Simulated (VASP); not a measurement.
Ca3Mg, 4 atoms in the cell. It takes space group Fm-3m (No. 225, cubic). Conventional cell: a = 8.264 Å, b = 8.264 Å, c = 8.264 Å, α = 90.00°, β = 90.00°, γ = 90.00°. Within 4.7 Å of Ca (site symmetry m-3m) lie 8 Ca at 3.58 Å and 6 Mg at 4.13 Å. Within 4.7 Å of Ca (site symmetry -43m) lie 10 Ca at 3.58 to 4.13 Å and 4 Mg at 3.58 Å. Mg (site symmetry m-3m) has 14 Ca at 3.58 to 4.13 Å within 4.7 Å. 

* Program: VASP 6.6.1
* Task: single point
* Functional: PBEsol
* Potentials or basis: VASP PAW PBE potentials, release 64 (Ca_sv, Mg)
* Cutoff: 520 eV
* k mesh: 5 × 5 × 5
* Occupations: fermi-dirac, width 0.1 eV
* Spin: no spin polarisation
* Dipole correction: no
* Further INCAR settings: ALGO = Normal; EDIFF = 1e-06; NBANDS = 24

Potentials or basis: VASP PAW PBE potentials, release 64 (Ca_sv, Mg).

Run with:

```sh
$ cat potpaw_PBE.64/Ca_sv/POTCAR potpaw_PBE.64/Mg/POTCAR > POTCAR
$ mpirun -np 1 vasp_std > vasp.out
```

Hardware: 1 thread of AMD EPYC 7R13 Processor (Zen 3), on a shared host.

Q: How long does it take, and how much memory?

A: Run time: 48 s on 1 thread of AMD EPYC 7R13 Processor (Zen 3), with other jobs on the host, peak memory 0.29 GiB. Counts: scf iterations 12, k points 10.
